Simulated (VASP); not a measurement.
Set up this calculation in VASP 6.6.1, as the native input.

- Task: single point
- Functional: PBE
- Potentials or basis: VASP PAW PBE potentials, release 64 (Hf_pv, O)
- Cutoff: 520 eV
- k mesh: 6 × 6 × 6
- Occupations: gaussian, width 0.1 eV
- Spin: no spin polarisation
- Dipole correction: no
- Further INCAR settings: ALGO = Normal; EDIFF = 1e-06; NBANDS = 31

The structure of HfO2 lies in POSCAR:

```
HfO2
1.0
    5.5161626841      0.0000000000      0.0000000000
   -2.7580813420      4.7771370158      0.0000000000
    0.0000000000      0.0000000000      2.8616441271
Hf O
2 4
Direct
    0.3333333333      0.6666666667      0.5000000000
    0.6666666667      0.3333333333      0.5000000000
    0.5000000000      0.0000000000      0.0000000000
    0.0000000000      0.5000000000      0.0000000000
    0.5000000000      0.5000000000      0.0000000000
    0.0000000000      0.0000000000      0.0000000000
```

The cell was built from a structure type or drawn by symmetry, and may not be a known phase.

The input as run:

INCAR

```
SYSTEM = HfO2
ALGO = Normal
EDIFF = 1E-6
ENCUT = 520
GGA = PE
ISIF = 2
ISMEAR = 0
LASPH = .True.
LCHARG = .False.
LREAL = .False.
LWAVE = .False.
NBANDS = 31
NELM = 60
PREC = Accurate
SIGMA = 0.1
```

KPOINTS

```
k-points
0
Gamma
  6 6 6
  0 0 0
```

Potentials or basis: VASP PAW PBE potentials, release 64 (Hf_pv, O).

Launch:

```sh
$ cat potpaw_PBE.64/Hf_pv/POTCAR potpaw_PBE.64/O/POTCAR > POTCAR
$ mpirun -np 1 vasp_std > vasp.out
```

It gave:

| Quantity | Value |
| --- | --- |
| Pressure | -2.5 GPa |
| Band gap on the k mesh | zero (bands 22 and 23 overlap by 0.21 eV) |

Caveat: the k points lie up to 0.37 Å⁻¹ apart; spin-orbit coupling is left out, which moves the levels of the heavy elements.

Run time: 89 s on 1 thread of Intel(R) Xeon(R) Platinum 8488C (Sapphire Rapids), on a shared host, peak memory 0.22 GiB.
